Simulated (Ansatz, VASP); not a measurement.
# One calculation of Pb2O, two programs

```
Pb O
1.0
     5.48389    0.00000    0.00000
     0.00000    5.48389    0.00000
     0.00000    0.00000    5.48389
Pb O
4 2
Cartesian
  1.3710 1.3710 1.3710
  4.1129 4.1129 1.3710
  1.3710 4.1129 4.1129
  4.1129 1.3710 4.1129
  0.0000 0.0000 0.0000
  2.7419 2.7419 2.7419
```

Alike in both runs: functional r2SCAN; k mesh 6 × 6 × 6; occupations fermi-dirac, width 0.1 eV; no spin polarisation.

Ansatz relaxed the structure, and its values are those at the end. VASP's run is a single point on that final structure, the one shown.

```csv
,VASP,Ansatz
version,VASP 6.6.1,Ansatz 0.2.0
potentials or method,"VASP PAW PBE potentials, release 64 (Pb_d, O), cutoff 520 eV",PAW plane waves
valence electrons in the cell,68,68
```

VASP gave:

* pressure (GPa): -1.8

**Question.** What did Ansatz give for the same quantities?

**Answer.** Pressure (GPa): -2.0.

VASP's potentials were made for PBE, not for r2SCAN. Ansatz's warnings: stress scf threshold loose.

Spin-orbit coupling is off throughout.
